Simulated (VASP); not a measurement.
# AlN (Imm2) in VASP: G0W0 quasiparticle levels with PBE

Aim: the G0W0 quasiparticle levels of AlN with PBE.

Everything below comes from runs of VASP 6.6.1. Logs are shortened: lines on timing, memory, paths and dates and some standing lists are left out, and cuts for length are marked.

## (1) The cell of the first run

The structure is orthorhombic, space group Imm2 (No. 44). The conventional cell has a = 3.067 Å, b = 3.113 Å, c = 4.370 Å, α = 90.00°, β = 90.00°, γ = 90.00°. Within 2.5 Å of Al (site symmetry mm2) lie 4 N at 1.89 to 1.90 Å. N (site symmetry mm2) has 4 Al at 1.89 to 1.90 Å within 2.5 Å.

## (2) G0W0 quasiparticle levels, PBE

Input file POSCAR:

```
AlN
1.0
   -0.0163865731      2.1848764128      2.1848764128
    2.1848764128     -0.0163865731      2.1848764128
    2.1684898397      2.1684898397      0.0000000000
Al N
1 1
Direct
   -0.0009826930     -0.0009826930      0.0009826930
    0.2509826930      0.2509826930      0.2490173070
```

Input file INCAR.step1:

```
SYSTEM = AlN
  PREC = Accurate
  ENCUT = 500
  EDIFF = 1E-8
  ISMEAR = 0
  SIGMA = 0.01
  LREAL = .FALSE.
  LASPH = .TRUE.
  NELM = 80
  ALGO = Normal
  LWAVE = .TRUE.
  LCHARG = .FALSE.
  GGA = PE
```

Input file INCAR.step2:

```
SYSTEM = AlN
  PREC = Accurate
  ENCUT = 500
  EDIFF = 1E-8
  ISMEAR = 0
  SIGMA = 0.01
  LREAL = .FALSE.
  LASPH = .TRUE.
  NELM = 1
  ALGO = Exact
  LWAVE = .TRUE.
  LCHARG = .FALSE.
  GGA = PE
  NBANDS = 91
  LOPTICS = .TRUE.
  ISTART = 1
```

Input file INCAR.step3:

```
SYSTEM = AlN
  PREC = Accurate
  ENCUT = 500
  EDIFF = 1E-8
  ISMEAR = 0
  SIGMA = 0.01
  LREAL = .FALSE.
  LASPH = .TRUE.
  ALGO = EVGW0
  LWAVE = .FALSE.
  LCHARG = .FALSE.
  GGA = PE
  NELMGW = 1
  NBANDS = 91
  ENCUTGW = 150.0
  NOMEGA = 96
  PRECFOCK = Fast
  ISTART = 1
  NBANDSGW = 12
  OMEGAMAX = 20
```

Input file KPOINTS:

```
regular mesh
0
G
  6 6 6
  0 0 0
```

Potentials or basis: VASP PAW PBE potentials, release 64 (Al_GW, N_GW).

Run with:

```sh
cat potpaw_PBE.64/Al_GW/POTCAR potpaw_PBE.64/N_GW/POTCAR > POTCAR
cp INCAR.step1 INCAR
mpirun -np 1 vasp_std > vasp.out
cp INCAR.step2 INCAR
mpirun -np 1 vasp_std > vasp.out
cp INCAR.step3 INCAR
mpirun -np 1 vasp_std > vasp.out
```

OUTCAR:

```text
SYSTEM = AlN
   PREC = Accurate
   ENCUT = 500
   EDIFF = 1E-8
   ISMEAR = 0
   LREAL = .FALSE.
   LASPH = .TRUE.
   GGA = PE
   NELMGW = 1
   ENCUTGW = 150.0
   PRECFOCK = Fast
   ISTART = 1

 ion  position               nearest neighbor table
   1  0.999  0.999  0.001-   2 1.89   2 1.89   2 1.90   2 1.90
   2  0.251  0.251  0.249-   1 1.89   1 1.89   1 1.90   1 1.90

  LATTYP: Found a body centered orthorhombic cell.
 ALAT       =     3.0667077412
 B/A-ratio  =     1.0151133501
 C/A-ratio  =     1.4249003147

  Lattice vectors:

 A1 = (   0.0163865731,  -2.1848764128,  -2.1848764128)
 A2 = (  -0.0163865731,   2.1848764128,  -2.1848764128)
 A3 = (   2.1848764128,  -0.0163865731,   2.1848764128)

Analysis of symmetry for initial positions (statically):
=====================================================================
 Subroutine PRICEL returns:
 Original cell was already a primitive cell.

 Routine SETGRP: Setting up the symmetry group for a
 body centered orthorhombic supercell.

 Subroutine GETGRP returns: Found  4 space group operations
 (whereof  4 operations were pure point group operations)
 out of a pool of  8 trial point group operations.

The static configuration has the point symmetry C_2v.

Analysis of symmetry for dynamics (positions and initial velocities):
=====================================================================
 Subroutine PRICEL returns:
 Original cell was already a primitive cell.

 Routine SETGRP: Setting up the symmetry group for a
 body centered orthorhombic supercell.

 Subroutine GETGRP returns: Found  4 space group operations
 (whereof  4 operations were pure point group operations)
 out of a pool of  8 trial point group operations.

The dynamic configuration has the point symmetry C_2v.

 Subroutine INISYM returns: Found  4 space group operations
 (whereof  4 operations are pure point group operations),
 and found     1 'primitive' translations

----------------------------------------------------------------------------------------
[... 92 lines left out ...]
   NELM   =     60;   NELMIN=  2; NELMDL=  0     # of ELM steps
   EDIFF  = 0.1E-07   stopping-criterion for ELM
   LREAL  =      F    real-space projection
   EDIFFG = 0.1E-06   stopping-criterion for IOM
   NSW    =      0    number of steps for IOM
   IBRION =     -1    ionic relax: 0-MD 1-quasi-New 2-CG
   NFREE  =      0    steps in history (QN), initial steepest desc. (CG)
   ISIF   =      0    stress and relaxation
   ISYM   =      3    0-nonsym 1-usesym 2-fastsym
   POTIM  = 0.5000    time-step for ionic-motion
   TEBEG  =    0.0;   TEEND  =   0.0 temperature during run
   PSTRESS=    0.0 pullay stress
   NELECT =       8.0000    total number of electrons
   NUPDOWN=      -1.0000    fix difference up-down
   EMIN   =  10.00;   EMAX   =-10.00  energy-range for DOS
   EFERMI =   0.00;   METHOD = LEGACY
   ISMEAR =     0;   SIGMA  =   0.01  broadening in eV -4-tet -1-fermi 0-gaus
   EFERMI_NEDOS =   21; number of points for ismear=-14 and -15
   IALGO  =     38    algorithm
   IMIX   =      4    mixing-type and parameters
     AMIX     =   0.40;   BMIX     =  1.00
     AMIX_MAG =   1.60;   BMIX_MAG =  1.00
  volume/ion in A,a.u.               =      10.43        70.38
  Fermi-wavevector in a.u.,A,eV,Ry     =   1.189441  2.247717 19.249100  1.414769
  Thomas-Fermi vector in A             =   2.325548
   LORBIT       =      0    0 simple, 1 ext, 2 COOP (PROOUT), +10 PAW based schemes
   GGA     = PE    functional components
   LHFCALC =     T    Hartree Fock is set to
   PRECFOCK=fast      Normal, Fast or Accurate (Low or Medium for compatibility)
   ENCUT4O =  -1.0   cutoff for four orbital integrals eV
   NKREDX  =     1    reduce k-point grid by
   NKREDY  =     1    reduce k-point grid by
   NKREDZ  =     1    reduce k-point grid by
   AEXX    =    1.0000 exact exchange contribution
   HFSCREEN=    0.0000 screening length (either q_TF or 0.3 A-1)
   HFSCREENC=   0.0000 screening length for correlation (either q_TF or 0.3 A-1)
   ENCUTFOCK=  -1.0 apply spherical cutoff to Coloumb kernel
   IVDW    =     0    specifies the selected vdW correction
   LEPSILON=     F    determine dielectric tensor
   LRPA    =     F    only Hartree local field effects (RPA)
   LRPAFORCE           =     F    calculate RPA forces
   ENCUTGW             = 150.0    cutoff for response function in eV
   ENCUTGWSOFT         = 120.0    soft cutoff for Coulomb kernel in GW response function in eV
   ENCUTLF             =  -1.0    cutoff for local field effects
   NELMGW              =     1    number of iterations in solving QP/BSE equation
   NELMHF              =     1    number of iterations in the inner HF iteration
   NKREDLFX            =     1    NKREDLFY  =   1   NKREDLFZ  =   1
 non-spin polarized calculation
 Gauss-broadening in eV      SIGMA  =   0.01
  energy-cutoff  :      500.00
  volume of cell :       20.86
 maximum number of plane-waves:       540
 NGX is ok and might be reduce to    24
  NGX = 14; NGY = 14; NGZ = 14
   NGX = 11   NGY = 11   NGZ = 11
 maximum number of plane-waves:        92
 NGX is ok and might be reduce to    14

 QP shifts <psi_nk| G(iteration)W_0 |psi_nk>: iteration 1
 for sc-GW calculations column KS-energies equals QP-energies in previous step
 and V_xc(KS)=  KS-energies - (<T + V_ion + V_H > + <T+V_H+V_ion>^1  + <V_x>^1)

 k-point   1 :       0.0000    0.0000    0.0000
  band No.  KS-energies  QP-energies   sigma(KS)   V_xc(KS)     V^pw_x(r,r')   Z            occupation Imag(sigma)

      1     -10.0402     -11.5245     -16.8142     -14.7915     -24.7667       0.7338       2.0000       1.2086
      2       4.8779       4.0100     -17.8264     -16.7114     -20.7162       0.7784       2.0000       0.0352
      3       4.9387       4.0756     -17.8631     -16.7537     -20.7678       0.7779       2.0000       0.0351
      4       5.0034       4.1445     -17.9020     -16.7980     -20.8216       0.7780       2.0000       0.0349
      5       9.1154       9.8398     -11.6030     -12.4975      -7.8600       0.8099       0.0000      -0.0486
      6      17.2823      18.2320      -9.0761     -10.2596      -4.0680       0.8025       0.0000      -0.0868
      7      17.4831      18.4380      -9.0867     -10.2780      -4.0481       0.8016       0.0000      -0.0903
      8      17.6739      18.6331      -9.0906     -10.2891      -4.0225       0.8003       0.0000      -0.0941
      9      22.6013      23.5544      -9.2362     -10.4465      -3.6881       0.7875       0.0000      -0.2411
     10      22.6128      23.5686      -9.2367     -10.4492      -3.6925       0.7882       0.0000      -0.2397
     11      23.9474      24.4298      -9.0639      -9.6883      -2.6184       0.7725       0.0000      -0.6253
     12      24.0071      24.4903      -9.0254      -9.6488      -2.5951       0.7749       0.0000      -0.6351
[... 356 lines left out ...]
      1      -7.5523      -8.8971     -18.4301     -16.5908     -26.0163       0.7312       2.0000       0.8732
      2       0.4055      -0.8012     -15.2363     -13.5876     -19.0592       0.7319       2.0000       0.0930
      3       2.4744       1.3380     -15.9378     -14.4469     -19.1994       0.7622       2.0000       0.0540
      4       3.3443       2.2841     -16.8292     -15.4449     -19.9914       0.7659       2.0000       0.0447
      5       9.5846      10.1405      -9.4006     -10.0800      -5.4729       0.8184       0.0000      -0.0514
      6      14.6056      15.4759      -9.6883     -10.7606      -5.1557       0.8117       0.0000      -0.0626
      7      17.7894      19.0206     -12.2971     -13.9070      -6.6498       0.7648       0.0000      -0.1592
      8      19.4282      20.4166     -10.3989     -11.6787      -4.4972       0.7723       0.0000      -0.2389
      9      20.3335      21.2837     -10.5482     -11.8066      -4.3212       0.7551       0.0000      -0.3002
     10      26.4434      27.3049      -9.2995     -10.4147      -2.7867       0.7725       0.0000      -0.5518
     11      28.9906      30.1471     -10.7094     -12.1956      -3.8020       0.7782       0.0000      -0.9152
     12      30.6561      31.9142     -10.2820     -11.8651      -3.8764       0.7947       0.0000      -0.8335

 [... further k-points ...]
```

It took 5.6 min on 1 thread of Intel Xeon 6975P-C (Granite Rapids), shared host; peak memory 0.51 GiB.

Results:

| Quantity | Value |
| --- | --- |
| Quasiparticle gap | 4.55 eV |
| Least direct quasiparticle gap | 5.70 eV |
| Band gap of the starting levels on the mesh | 3.24 eV |
| Least direct gap of the starting levels on the mesh | 4.11 eV |

Caveat: the k points lie up to 0.42 Å⁻¹ apart; bands, screening cutoff and mesh are small and nothing is extrapolated, so the quasiparticle values aren't converged; the structure was generated, so it needn't be the stable form of AlN.
